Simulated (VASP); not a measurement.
# Au in VASP: single point with PBE

Aim: the single point of Au with PBE.

All numbers are computed with VASP 6.6.1; they aren't measurements. Logs are shortened: lines on timing, memory, paths and dates and some standing lists are left out, and cuts for length are marked.

## 1. The cell of the first run

The typed cell holds 1 atom: a = 2.812 Å, b = 2.812 Å, c = 3.247 Å, α = 54.73°, β = 54.73°, γ = 70.53°.

This isn't the form of Au at room conditions, which is fcc.

## 2. Single point, PBE

Contents of INCAR:

```
  PREC = Accurate
  ENCUT = 520
  EDIFF = 1E-7
  ISMEAR = 0
  SIGMA = 0.15
  LREAL = F
  LASPH = T
  NELM = 100
  ALGO = Fast
  ISIF = 2
  LWAVE = F
  LCHARG = F
  GGA = PE
  NBANDS = 12
```

Contents of KPOINTS:

```
Automatic mesh
0
Gamma
  22 22 22
```

Contents of POSCAR:

```
Au
1.0
    0.0000000000      2.2961117053      1.6233509757
    2.2961117053      0.0000000000      1.6233509757
    2.2961117053      2.2961117053      0.0000000000
Au
1
Direct
    0.0000000000      0.0000000000      0.0000000000
```

Potentials or basis: VASP PAW PBE potentials, release 64 (Au).

Run with:

```sh
> cat potpaw_PBE.64/Au/POTCAR > POTCAR
> mpirun -np 1 vasp_std > vasp.out
```

OUTCAR:

```text
PREC = Accurate
   ENCUT = 520
   EDIFF = 1E-7
   ISMEAR = 0
   LREAL = F
   LASPH = T
   NELM = 100
   ISIF = 2
   GGA = PE

 ion  position               nearest neighbor table
   1  0.000  0.000  0.000-

  LATTYP: Found a body centered tetragonal cell.
 ALAT       =     3.2471923144
 C/A-ratio  =     0.9998489886

  Lattice vectors:

 A1 = (   0.0000000000,  -2.2961117053,  -1.6233509757)
 A2 = (   0.0000000000,   2.2961117053,  -1.6233509757)
 A3 = (   2.2961117053,   0.0000000000,   1.6233509757)

Analysis of symmetry for initial positions (statically):
=====================================================================
 Subroutine PRICEL returns:
 Original cell was already a primitive cell.

 Routine SETGRP: Setting up the symmetry group for a
 body centered tetragonal supercell.

 Subroutine GETGRP returns: Found 16 space group operations
 (whereof 16 operations were pure point group operations)
 out of a pool of 16 trial point group operations.

The static configuration has the point symmetry D_4h.

Analysis of symmetry for dynamics (positions and initial velocities):
=====================================================================
 Subroutine PRICEL returns:
 Original cell was already a primitive cell.

 Routine SETGRP: Setting up the symmetry group for a
 body centered tetragonal supercell.

 Subroutine GETGRP returns: Found 16 space group operations
 (whereof 16 operations were pure point group operations)
 out of a pool of 16 trial point group operations.

The dynamic configuration has the point symmetry D_4h.

 Subroutine INISYM returns: Found 16 space group operations
 (whereof 16 operations are pure point group operations),
 and found     1 'primitive' translations

----------------------------------------------------------------------------------------

                                     Primitive cell

  volume of cell :      17.1170

  direct lattice vectors                    reciprocal lattice vectors
     0.000000000  2.296111705  1.623350976    -0.217759440  0.217759440  0.308004866
     2.296111705  0.000000000  1.623350976     0.217759440 -0.217759440  0.308004866
     2.296111705  2.296111705  0.000000000     0.217759440  0.217759440 -0.308004866

  length of vectors
     2.812009487  2.812009487  3.247192314     0.435551771  0.435551771  0.435551771

  position of ions in fractional coordinates (direct lattice)
     0.000000000  0.000000000  0.000000000

  ion indices of the primitive-cell ions
   primitive index   ion index
                 1           1

----------------------------------------------------------------------------------------

 KPOINTS: Automatic mesh

Automatic generation of k-mesh.
 Grid dimensions read from file:
 generate k-points for:   22   22   22

 Generating k-lattice:

  Cartesian coordinates                     Fractional coordinates (reciprocal lattice)
    -0.009898156  0.009898156  0.014000221     0.045454545  0.000000000  0.000000000
     0.009898156 -0.009898156  0.014000221     0.000000000  0.045454545  0.000000000
     0.009898156  0.009898156 -0.014000221     0.000000000  0.000000000  0.045454545

  Length of vectors
     0.019797808  0.019797808  0.019797808

  Shift w.r.t. Gamma in fractional coordinates (k-lattice)
     0.000000000  0.000000000  0.000000000

 Subroutine IBZKPT returns following result:
 ===========================================

 Found    834 irreducible k-points:

 Following reciprocal coordinates:
            Coordinates               Weight
  0.000000  0.000000  0.000000      1.000000
  0.045455  0.000000  0.000000      8.000000
  0.090909  0.000000  0.000000      8.000000
  0.136364  0.000000  0.000000      8.000000
  0.181818  0.000000  0.000000      8.000000
  0.227273 -0.000000  0.000000      8.000000
[... 16 lines left out ...]
  0.500000  0.045455  0.000000      8.000000
 -0.454545  0.045455  0.000000      8.000000
 [... further k-points ...]
   k-points           NKPTS =    834   k-points in BZ     NKDIM =    834   number of bands    NBANDS=     12
   number of dos      NEDOS =    301   number of ions     NIONS =      1
   total plane-waves  NPLWV =  13824
   dimension x,y,z NGX =    24 NGY =   24 NGZ =   24
   dimension x,y,z NGXF=    48 NGYF=   48 NGZF=   48
   ions per type =               1
   NGX,Y,Z   is equivalent  to a cutoff of  14.19, 14.19, 12.29 a.u.
   NGXF,Y,Z  is equivalent  to a cutoff of  28.38, 28.38, 24.57 a.u.
 SYSTEM =  unknown system
   PREC   = accura    normal or accurate (medium, high low for compatibility)
   ISTART =      0    job   : 0-new  1-cont  2-samecut
   ICHARG =      2    charge: 1-file 2-atom 10-const
   ISPIN  =      1    spin polarized calculation?
   LNONCOLLINEAR =      F non collinear calculations
   LSORBIT =      F    spin-orbit coupling
   LASPH  =      T    aspherical Exc in radial PAW
   ENCUT  =  520.0 eV  38.22 Ry    6.18 a.u.   5.23  5.23  6.04*2*pi/ulx,y,z
   NELM   =    100;   NELMIN=  2; NELMDL= -5     # of ELM steps
   EDIFF  = 0.1E-06   stopping-criterion for ELM
   LREAL  =      F    real-space projection
   EDIFFG = 0.1E-05   stopping-criterion for IOM
   NSW    =      0    number of steps for IOM
   IBRION =     -1    ionic relax: 0-MD 1-quasi-New 2-CG
   NFREE  =      0    steps in history (QN), initial steepest desc. (CG)
   ISIF   =      2    stress and relaxation
   ISYM   =      2    0-nonsym 1-usesym 2-fastsym
   POTIM  = 0.5000    time-step for ionic-motion
   TEBEG  =    0.0;   TEEND  =   0.0 temperature during run
   PSTRESS=    0.0 pullay stress
   NELECT =      11.0000    total number of electrons
   NUPDOWN=      -1.0000    fix difference up-down
   EMIN   =  10.00;   EMAX   =-10.00  energy-range for DOS
   EFERMI =   0.00;   METHOD = LEGACY
   ISMEAR =     0;   SIGMA  =   0.15  broadening in eV -4-tet -1-fermi 0-gaus
   EFERMI_NEDOS =   21; number of points for ismear=-14 and -15
   IALGO  =     68    algorithm
   IMIX   =      4    mixing-type and parameters
     AMIX     =   0.40;   BMIX     =  1.00
     AMIX_MAG =   1.60;   BMIX_MAG =  1.00
  volume/ion in A,a.u.               =      17.12       115.51
  Fermi-wavevector in a.u.,A,eV,Ry     =   1.412742  2.669696 27.155058  1.995840
  Thomas-Fermi vector in A             =   2.534459
   LORBIT       =      0    0 simple, 1 ext, 2 COOP (PROOUT), +10 PAW based schemes
   GGA     = PE    functional components
   LHFCALC =     F    Hartree Fock is set to
   AEXX    =    0.0000 exact exchange contribution
   IVDW    =     0    specifies the selected vdW correction
   LEPSILON=     F    determine dielectric tensor
   LRPA    =     F    only Hartree local field effects (RPA)
 non-spin polarized calculation
 RMM-DIIS sequential band-by-band and
 Gauss-broadening in eV      SIGMA  =   0.15
  energy-cutoff  :      520.00
  volume of cell :       17.12
 maximum number of plane-waves:       474
 NGX is ok and might be reduce to    24
   NGX = 11   NGY = 11   NGZ = 13

 number of electron      11.0000001 magnetization

 Free energy of the ion-electron system (eV)
  ---------------------------------------------------
  ext. energy  EPLUGINS =         0.00000000
  ---------------------------------------------------
  free energy    TOTEN  =        -3.18164308 eV

  energy without entropy =       -3.17938714  energy(sigma->0) =       -3.18051511

 E-fermi :   9.4201     XC(G=0): -12.6931

 val. band max:        9.3725922176   @ k =   0.4091   0.1818   0.0000
 cond. band min:       9.4509482137   @ k =   0.5000   0.0000   0.4091
 fundamental gap:      0.0783559962
 Fermi energy:         9.4200643808

 k-point     1 :       0.0000    0.0000    0.0000
  band No.  band energies     occupation
      1      -0.3968      2.00000
      2       4.5518      2.00000
      3       4.5528      2.00000
      4       4.5528      2.00000
      5       6.4724      2.00000
      6       6.4736      2.00000
      7      25.9243      0.00000
      8      25.9243      0.00000
      9      25.9270      0.00000
     10      33.6761      0.00000
     11      33.6766      0.00000
     12      33.6814      0.00000

 k-point     2 :       0.0455    0.0000    0.0000
  band No.  band energies     occupation
      1      -0.3204      2.00000
      2       4.5277      2.00000
      3       4.5551      2.00000
      4       4.6063      2.00000
      5       6.4430      2.00000
      6       6.4744      2.00000
      7      25.9266      0.00000
      8      25.9492      0.00000
      9      26.0227      0.00000
     10      32.5109      0.00000
     11      32.6844      0.00000
     12      33.4001      0.00000

 k-point     3 :       0.0909    0.0000    0.0000
  band No.  band energies     occupation
      1      -0.0951      2.00000
      2       4.4567      2.00000
      3       4.5600      2.00000
      4       4.7661      2.00000
      5       6.3632      2.00000
      6       6.4799      2.00000
      7      25.8438      0.00000
      8      25.9742      0.00000
      9      26.3127      0.00000
     10      31.1890      0.00000
     11      31.2996      0.00000
     12      32.6296      0.00000
[... 286 lines left out ...]
 k-point    23 :       0.5000    0.0455    0.0000
  band No.  band energies     occupation
      1       2.2511      2.00000
      2       3.5251      2.00000
      3       6.2707      2.00000
      4       6.4027      2.00000
      5       8.0069      2.00000
      6       9.1158      1.99588
      7      12.9592      0.00000
      8      21.8741      0.00000
      9      23.1248      0.00000
     10      31.3441      0.00000
     11      31.7520      0.00000
     12      32.0270      0.00000

 k-point    24 :      -0.4545    0.0455    0.0000
  band No.  band energies     occupation
      1       2.2598      2.00000
      2       3.5447      2.00000
      3       6.2002      2.00000
      4       6.4301      2.00000
      5       7.9099      2.00000
      6       8.6109      2.00000
      7      13.6211      0.00000
      8      21.9678      0.00000
      9      23.3144      0.00000
     10      31.1876      0.00000
     11      31.6241      0.00000
     12      32.1892      0.00000

 [... further k-points ...]

------------------------ aborting loop because EDIFF is reached ----------------------------------------

  FORCE on cell =-STRESS in cart. coord.  units (eV):
  Direction    XX          YY          ZZ          XY          YZ          ZX
  --------------------------------------------------------------------------------------
  -------------------------------------------------------------------------------------
  Total        0.8541877      0.8541877      0.8542725      0.0000000     -0.0000000     -0.0000000
  in kB       79.9531264     79.9531264     79.9610659      0.0000000     -0.0000000     -0.0000000
  external PRESSURE =      79.9557729 kB  Pullay stress =       0.0000000 kB

 VOLUME and BASIS-vectors are now :
 -----------------------------------------------------------------------------
  energy-cutoff  :      520.00
  volume of cell :       17.12
      direct lattice vectors                 reciprocal lattice vectors
     0.000000000  2.296111705  1.623350976    -0.217759440  0.217759440  0.308004866
     2.296111705  0.000000000  1.623350976     0.217759440 -0.217759440  0.308004866
     2.296111705  2.296111705  0.000000000     0.217759440  0.217759440 -0.308004866

 POSITION                                       TOTAL-FORCE (eV/Angst)
 -----------------------------------------------------------------------------------
      0.00000      0.00000      0.00000         0.000000      0.000000      0.000000
 -----------------------------------------------------------------------------------
    total drift:                               -0.000000      0.000000      0.000000

  FREE ENERGIE OF THE ION-ELECTRON SYSTEM (eV)
  ---------------------------------------------------
  free  energy   TOTEN  =        -3.1816430832 eV

  energy  without entropy=       -3.1793871405  energy(sigma->0) =       -3.18051511
```

It took 59 s on 1 thread of Intel Xeon 6975P-C (Granite Rapids), shared host; peak memory 0.28 GiB.

What came out:

| Quantity | Value |
| --- | --- |
| Free energy | -3.1816 eV |
| Pressure | 8.0 GPa |
| Band gap on the k mesh | zero (an odd number of electrons rules out a gap without spin polarisation) |

Levels at points of the mesh, in eV from the Fermi level:
```
           k point  band 4  band 5  band 6  band 7  band 8  band 9
(0.00, 0.00, 0.00)   -4.87   -2.95   -2.95   16.50   16.50   16.51
(0.50, 0.00, 0.00)   -2.74   -1.41   -0.63    3.54   12.37   13.89
(0.50, 0.50, 0.00)   -1.79   -1.79    6.29    6.29    6.30    9.68
(0.50, 0.00, 0.50)   -2.74   -1.41   -0.63    3.54   12.38   13.89
```

Caveat: the cell stands under pressure; spin-orbit coupling is left out, which moves the levels of the heavy elements.

The gap in the log of VASP goes by the Fermi energy; the results here count the filled bands.